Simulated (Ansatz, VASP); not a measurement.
**Al2Cu: VASP beside Ansatz**

INCAR

```
  PREC = Accurate
  ENCUT = 520
  EDIFF = 1E-6
  ISMEAR = 0
  SIGMA = 0.15
  LREAL = F
  LASPH = T
  NELM = 60
  ALGO = Fast
  ISIF = 2
  LWAVE = F
  LCHARG = T
  GGA = PE
  LELF = T
  LVHAR = T
  NBANDS = 16
```

The input KPOINTS:

```
Automatic mesh
0
Gamma
  10 10 14
```

File POSCAR:

```
Al2Cu
1.0
    4.0250000000      0.0000000000      0.0000000000
    0.0000000000      4.0250000000      0.0000000000
    0.0000000000      0.0000000000      2.8847334069
Al Cu
2 1
Direct
    0.5000000000      0.0000000000      0.5000000000
    0.0000000000      0.5000000000      0.5000000000
    0.0000000000      0.0000000000      0.0000000000
```

Input for Ansatz:

```yaml
crystal:
  lattice:
    - [4.025, 0.0, 0.0]
    - [0.0, 4.025, 0.0]
    - [0.0, 0.0, 2.8847334069]
  atoms:
    - { symbol: Al, position: [0.5, 0.0, 0.5] }
    - { symbol: Al, position: [0.0, 0.5, 0.5] }
    - { symbol: Cu, position: [0.0, 0.0, 0.0] }
basis:
  ecutwfc: 520.0
kpoints:
  mp_grid: { grid: [10, 10, 14] }
hamiltonian:
  xc: pbe
  pseudopotentials: { kind: paw, azcp: { folder: soft_1 } }
scf:
  occupations: { method: gaussian, width: 0.15 }
output:
  forces: true
  stress: true
  eigenvalues: true
```

Alike in both runs: task single point; functional PBE; k mesh 10 × 10 × 14; occupations gaussian, width 0.15 eV; no spin polarisation.

|  | VASP | Ansatz |
| --- | --- | --- |
| version | VASP 6.6.1 | Ansatz 0.2.0 |
| potentials or method | VASP PAW PBE potentials, release 64 (Al, Cu), cutoff 520 eV | scalar-relativistic, plane waves, PAW |
| valence electrons in the cell | 17 | 25 |

|  | VASP | Ansatz | Ansatz less VASP |
| --- | --- | --- | --- |
| gap on the k mesh at the Fermi level (eV) | none | none | - |
| pressure (GPa) | 4.4 | 4.8 | +0.38 |
| traceless stress, the component that is largest in VASP (GPa) | -1.70 | -1.78 | -0.081 |

A gap of «none» marks a metal or a gap that the smearing closes. With one functional, cell and mesh, what is left measures potentials, basis and numerics. VASP's potentials hold 17 valence electrons a cell and Ansatz's 25, so a difference there can come from the potentials and not from the codes.
